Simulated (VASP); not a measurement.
# Cd2S (P3m1) in VASP: vibrations by perturbation theory with PBEsol

Aim: the vibrations by perturbation theory of Cd2S with PBEsol.

All numbers are computed with VASP 6.6.1; they aren't measurements. Logs are shortened: lines on timing, memory, paths and dates and some standing lists are left out, and cuts for length are marked.

### Step 1. The cell of the first run

Symmetry: P3m1, No. 156, trigonal system. The conventional cell has a = 3.963 Å, b = 3.963 Å, c = 5.809 Å, α = 90.00°, β = 90.00°, γ = 120.00°. Cd (site symmetry 3m) has 2 S at 2.52 to 3.29 Å and 3 Cd at 3.08 Å within 3.3 Å. Within 3.4 Å of Cd (site symmetry 3m) lie 3 S at 2.60 Å and 3 Cd at 3.08 Å. S (site symmetry 3m) has 5 Cd at 2.52 to 3.29 Å within 3.3 Å.

### Step 2. Vibrations by perturbation theory, PBEsol

Input file INCAR:

```
PREC = Accurate
ENCUT = 520
EDIFF = 1E-8
ISMEAR = -1
SIGMA = 0.05
LREAL = False
LASPH = True
NELM = 60
ALGO = Normal
ISIF = 2
LWAVE = False
LCHARG = False
GGA = PS
NBANDS = 22
IBRION = 8
NSW = 1
```

Input file KPOINTS:

```
regular mesh
0
Gamma
  8 8 4
```

Input file POSCAR:

```
Cd2S
1.0
    3.9626700490      0.0000000000      0.0000000000
   -1.9813350245      3.4317729293      0.0000000000
    0.0000000000      0.0000000000      5.8091920000
Cd S
2 1
Direct
    0.3333333333      0.6666666667      0.9327170000
    0.6666666667      0.3333333333      0.5787350000
    0.3333333333      0.6666666667      0.3657050000
```

Potentials or basis: VASP PAW PBE potentials, release 64 (Cd, S).

On the command line:

```bash
$ cat potpaw_PBE.64/Cd/POTCAR potpaw_PBE.64/S/POTCAR > POTCAR
$ mpirun -np 1 vasp_std > vasp.out
```

OUTCAR:

```text
PREC = Accurate
   ENCUT = 520
   EDIFF = 1E-8
   ISMEAR = -1
   LREAL = False
   LASPH = True
   NELM = 60
   ISIF = 2
   GGA = PS
   IBRION = 8
   NSW = 1

 ion  position               nearest neighbor table
   1  0.333  0.667  0.933-   3 2.52   2 3.08   2 3.08   2 3.08
   2  0.667  0.333  0.579-   3 2.60   3 2.60   3 2.60   1 3.08   1 3.08   1 3.08
   3  0.333  0.667  0.366-   1 2.52   2 2.60   2 2.60   2 2.60

  LATTYP: Found a hexagonal cell.
 ALAT       =     3.9626700490
 C/A-ratio  =     1.4659792332

  Lattice vectors:

 A1 = (   3.9626700490,   0.0000000000,   0.0000000000)
 A2 = (  -1.9813350245,   3.4317729293,   0.0000000000)
 A3 = (   0.0000000000,   0.0000000000,   5.8091920000)

Analysis of symmetry for initial positions (statically):
=====================================================================
 Subroutine PRICEL returns:
 Original cell was already a primitive cell.

 Routine SETGRP: Setting up the symmetry group for a
 hexagonal supercell.

 Subroutine GETGRP returns: Found  6 space group operations
 (whereof  6 operations were pure point group operations)
 out of a pool of 24 trial point group operations.

The static configuration has the point symmetry C_3v.

Analysis of symmetry for dynamics (positions and initial velocities):
=====================================================================
 Subroutine PRICEL returns:
 Original cell was already a primitive cell.

 Routine SETGRP: Setting up the symmetry group for a
 hexagonal supercell.

 Subroutine GETGRP returns: Found  6 space group operations
 (whereof  6 operations were pure point group operations)
 out of a pool of 24 trial point group operations.

The dynamic configuration has the point symmetry C_3v.

 Subroutine INISYM returns: Found  6 space group operations
 (whereof  6 operations are pure point group operations),
 and found     1 'primitive' translations

----------------------------------------------------------------------------------------

                                     Primitive cell

  volume of cell :      78.9991

  direct lattice vectors                    reciprocal lattice vectors
     3.962670049  0.000000000  0.000000000     0.252355101  0.145697285  0.000000000
    -1.981335025  3.431772929  0.000000000     0.000000000  0.291394571  0.000000000
     0.000000000  0.000000000  5.809192000     0.000000000  0.000000000  0.172140979

  length of vectors
     3.962670049  3.962670049  5.809192000     0.291394571  0.291394571  0.172140979

  position of ions in fractional coordinates (direct lattice)
     0.333333333  0.666666667  0.932717000
     0.666666667  0.333333333  0.578735000
     0.333333333  0.666666667  0.365705000

  ion indices of the primitive-cell ions
   primitive index   ion index
                 1           1
                 2           2
                 3           3

----------------------------------------------------------------------------------------

 KPOINTS: regular mesh

Automatic generation of k-mesh.
 Grid dimensions read from file:
 generate k-points for:    8    8    4

 Generating k-lattice:

  Cartesian coordinates                     Fractional coordinates (reciprocal lattice)
     0.031544388  0.018212161  0.000000000     0.125000000 -0.000000000  0.000000000
     0.000000000  0.036424321  0.000000000     0.000000000  0.125000000  0.000000000
     0.000000000  0.000000000  0.043035245     0.000000000  0.000000000  0.250000000
[... 93 lines left out ...]
   NGX = 15   NGY = 15   NGZ = 21

--------------------------------------- Ionic step        1  -------------------------------------------

 number of electron      29.9999999 magnetization

 Free energy of the ion-electron system (eV)
  ---------------------------------------------------
  ext. energy  EPLUGINS =         0.00000000
  ---------------------------------------------------
  free energy    TOTEN  =        -7.25025541 eV

  energy without entropy =       -7.24863312  energy(sigma->0) =       -7.24944427

 E-fermi :   1.3737     XC(G=0):  -9.4950

 val. band max:        1.1925538892   @ k =   0.3750   0.2500   0.2500
 cond. band min:       1.4959967011   @ k =   0.5000  -0.0000   0.2500
 fundamental gap:      0.3034428119
 Fermi energy:         1.3736823996

 k-point     1 :       0.0000    0.0000    0.0000
  band No.  band energies     occupation
      1     -11.4068      2.00000
      2      -7.1034      2.00000
      3      -7.1034      2.00000
      4      -7.0126      2.00000
      5      -7.0126      2.00000
      6      -6.9343      2.00000
[... 589 lines left out ...]
     21       8.7909      0.00000
     22       9.7302      0.00000

 [... further k-points ...]

------------------------ aborting loop because EDIFF is reached ----------------------------------------

  FORCE on cell =-STRESS in cart. coord.  units (eV):
  Direction    XX          YY          ZZ          XY          YZ          ZX
  --------------------------------------------------------------------------------------
  -------------------------------------------------------------------------------------
  Total       -1.2850124     -1.2850124     -1.6490715      0.0000000      0.0000000      0.0000000
  in kB      -26.0612789    -26.0612789    -33.4447453      0.0000000      0.0000000      0.0000000
  external PRESSURE =     -28.5224344 kB  Pullay stress =       0.0000000 kB

 VOLUME and BASIS-vectors are now :
 -----------------------------------------------------------------------------
  energy-cutoff  :      520.00
  volume of cell :       79.00
      direct lattice vectors                 reciprocal lattice vectors
     3.962670049  0.000000000  0.000000000     0.252355101  0.145697285  0.000000000
    -1.981335025  3.431772929  0.000000000     0.000000000  0.291394571  0.000000000
     0.000000000  0.000000000  5.809192000     0.000000000  0.000000000  0.172140979

 POSITION                                       TOTAL-FORCE (eV/Angst)
 -----------------------------------------------------------------------------------
     -0.00000      2.28785      5.41833         0.000000      0.000000      0.007433
      1.98134      1.14392      3.36198         0.000000      0.000000     -0.097118
     -0.00000      2.28785      2.12445        -0.000000     -0.000000      0.089685
 -----------------------------------------------------------------------------------
    total drift:                                0.000000     -0.000000     -0.000528

  FREE ENERGIE OF THE ION-ELECTRON SYSTEM (eV)
  ---------------------------------------------------
  free  energy   TOTEN  =        -7.2502554125 eV

  energy  without entropy=       -7.2486331237  energy(sigma->0) =       -7.24944427

[... ionic steps 2 to 9 ...]

--------------------------------------- Ionic step       10  -------------------------------------------

------------------------ aborting loop because EDIFF is reached ----------------------------------------

[... ionic steps 11 to 11 ...]

--------------------------------------- Ionic step       12  -------------------------------------------

 Free energy of the ion-electron system (eV)
  ---------------------------------------------------
  ---------------------------------------------------
  free energy    TOTEN  =        -0.11924454 eV

  energy without entropy =       -0.11924204

------------------------ aborting loop because EDIFF is reached ----------------------------------------

 INTERNAL STRAIN TENSOR  FOR ION    3  DIRECTION 3   (eV/Angst):
 -----------------------------------------------------------------------------
     4.12777  0.00000  0.00000
     0.00000  4.12777  0.00000
     0.00000  0.00000 -3.37555

 INTERNAL STRAIN TENSOR FOR ION    3 for displacements in x,y,z  (eV/Angst):
          X           Y           Z          XY          YZ          ZX
  --------------------------------------------------------------------------------
  x     0.00000     0.00000     0.00000    -4.12608    -0.00000     2.35494
  y    -4.12608     4.12608     0.00000     0.00000     2.09426     0.00000
  z     4.12777     4.12777    -3.37555     0.00000     0.00000     0.00000

 SECOND DERIVATIVES (NOT SYMMETRIZED)
 ------------------------------------
               1X          1Y          1Z          2X          2Y          2Z          3X          3Y          3Z
  1X     0.079173    0.000000    0.000000    0.045410    0.000000    0.000000   -0.124584    0.000000    0.000000
  1Y     0.000000    0.079173    0.000000    0.000000    0.045410    0.000000    0.000000   -0.124584    0.000000
  1Z     0.000000    0.000000   -5.809091    0.000000   -0.000000    1.888483    0.000000    0.000000    3.920608
  2X     0.045677    0.000000    0.000000   -3.520946    0.000000    0.000000    3.475269    0.000000    0.000000
  2Y     0.000000    0.045677    0.000000    0.000000   -3.520946    0.000000    0.000000    3.475269    0.000000
  2Z     0.000000    0.000000    1.890564    0.000000    0.000000   -4.589495    0.000000    0.000000    2.698931
  3X    -0.116396    0.000000    0.000000    3.481891    0.000000    0.000000   -3.365495    0.000000    0.000000
  3Y     0.000000   -0.116396    0.000000    0.000000    3.481891    0.000000    0.000000   -3.365495    0.000000
  3Z     0.000000    0.000000    3.893303    0.000000    0.000000    2.666997    0.000000    0.000000   -6.560300

 Eigenvectors and eigenvalues of the dynamical matrix
 ----------------------------------------------------

   1 f  =    7.585099 THz    47.658583 2PiTHz  253.011668 cm-1    31.369435 meV
             X         Y         Z           dx          dy          dz
     -0.000000  2.287849  5.418332    -0.000000    0.000000   -0.312748
      1.981335  1.143924  3.361983     0.000000   -0.000000   -0.186861
     -0.000000  2.287849  2.124451    -0.000000    0.000000    0.931274
[... 43 lines left out ...]
   9 f/i=    0.550875 THz     3.461247 2PiTHz   18.375198 cm-1     2.278233 meV
             X         Y         Z           dx          dy          dz
     -0.000000  2.287849  5.418332     0.000068   -0.767976    0.000000
      1.981335  1.143924  3.361983    -0.000049    0.556030    0.000000
     -0.000000  2.287849  2.124451    -0.000028    0.317875    0.000000

--------------------------------------------------------------------------------------------------------

 ELASTIC MODULI CONTR FROM IONIC RELAXATION (kBar)
 Direction    XX          YY          ZZ          XY          YZ          ZX
 --------------------------------------------------------------------------------
 XX        -146.5280     26.2179     -3.5330     -0.0000     60.1959      0.0000
 YY          26.2179   -146.5280     -3.5330      0.0000    -60.1959     -0.0000
 ZZ          -3.5330     -3.5330   -308.7842      0.0000     -0.0000     -0.0000
 XY          -0.0000      0.0000      0.0000    -86.3729      0.0000     59.7812
 YZ          60.1959    -60.1959     -0.0000      0.0000    -41.9523     -0.0000
 ZX           0.0000     -0.0000     -0.0000     59.7812     -0.0000    -41.3763
 --------------------------------------------------------------------------------
```

It took 28 min on 1 thread of Intel Xeon Platinum 8175M at 2.50GHz (Skylake/Cascade Lake), shared host; peak memory 0.58 GiB.

Results:

```yaml
Highest_phonon_frequency_at_Γ_LO-TO_splitting_left_out: 253 cm⁻¹
```

Phonon frequencies in cm⁻¹ (negative: imaginary):
| q point | frequencies |
| --- | --- |
| (0.000, 0.000, 0.000) | -18 -18 0 1 1 130 193 193 253 |

Caveat: the cell stands under pressure or tension, which shifts response properties; some modes are imaginary; the PAW data sets were made with another functional, which shifts forces and pressure a little.
